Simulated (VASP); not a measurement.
Wanted: the native input for a VASP 6.6.1 run.

```
Task                   : single point
Functional             : r2SCAN
Potentials or basis    : VASP PAW PBE potentials, release 64 (K_sv, H, O)
Cutoff                 : 520 eV
k mesh                 : 6 × 6 × 6
Occupations            : fermi-dirac, width 0.1 eV
Spin                   : no spin polarisation
Dipole correction      : no
Further INCAR settings : ALGO = Normal; EDIFF = 1e-06; NBANDS = 32
```

The system is KHO2.

```
CELL_PARAMETERS angstrom
-2.36581 2.36581 4.18534
2.36581 -2.36581 4.18534
2.36581 2.36581 -4.18534
ATOMIC_POSITIONS crystal
K 0.25000 0.25000 0.00000
K 0.75000 0.75000 0.00000
H 0.50000 0.00000 0.50000
H 0.00000 0.50000 0.50000
O 0.67594 0.17594 0.85187
O 0.17594 0.32406 0.50000
O 0.32406 0.82406 0.14813
O 0.82406 0.67594 0.50000
```

The input as run:

POSCAR

```
KHO2
1.0
   -2.3658126206      2.3658126206      4.1853440507
    2.3658126206     -2.3658126206      4.1853440507
    2.3658126206      2.3658126206     -4.1853440507
K H O
2 2 4
Direct
    0.2500000000      0.2500000000      0.0000000000
    0.7500000000      0.7500000000      0.0000000000
    0.5000000000      0.0000000000      0.5000000000
    0.0000000000      0.5000000000      0.5000000000
    0.6759374670      0.1759374670      0.8518749339
    0.1759374670      0.3240625330      0.5000000000
    0.3240625330      0.8240625330      0.1481250661
    0.8240625330      0.6759374670      0.5000000000
```

INCAR.step1

```
SYSTEM = KHO2
  PREC = Accurate
  ENCUT = 520
  ISMEAR = -1
  SIGMA = 0.1
  LREAL = .False.
  LASPH = .True.
  NELM = 80
  NBANDS = 32
  GGA = PE
  ALGO = Normal
  EDIFF = 1E-4
  LWAVE = .True.
  LCHARG = .False.
```

INCAR.step2

```
SYSTEM = KHO2
  PREC = Accurate
  ENCUT = 520
  EDIFF = 1E-6
  ISMEAR = -1
  SIGMA = 0.1
  LREAL = .False.
  LASPH = .True.
  NELM = 80
  ALGO = Normal
  ISIF = 2
  LWAVE = .False.
  LCHARG = .True.
  METAGGA = R2SCAN
  LMIXTAU = .True.
  LELF = .True.
  LVHAR = .True.
  NBANDS = 32
  ISTART = 1
```

KPOINTS

```
regular mesh
0
Gamma
  6 6 6
  0 0 0
```

Potentials or basis: VASP PAW PBE potentials, release 64 (K_sv, H, O).

Launch:

```console
$ cat potpaw_PBE.64/K_sv/POTCAR potpaw_PBE.64/H/POTCAR potpaw_PBE.64/O/POTCAR > POTCAR
$ cp INCAR.step1 INCAR
$ mpirun -np 1 vasp_std > vasp.out
$ cp INCAR.step2 INCAR
$ mpirun -np 1 vasp_std > vasp.out
```

It gave:

```
Pressure               : 0.1 GPa
Largest force          : 0.069 eV/Å
Band gap on the k mesh : zero (bands 22 and 23 overlap by 0.96 eV)
```

Caveat: the PAW data sets were made with another functional, which shifts forces and pressure a little.

It took 7.2 min on 1 thread of Intel(R) Xeon(R) Platinum 8259CL CPU @ 2.50GHz (Skylake/Cascade Lake), on a shared host, peak memory 0.29 GiB.
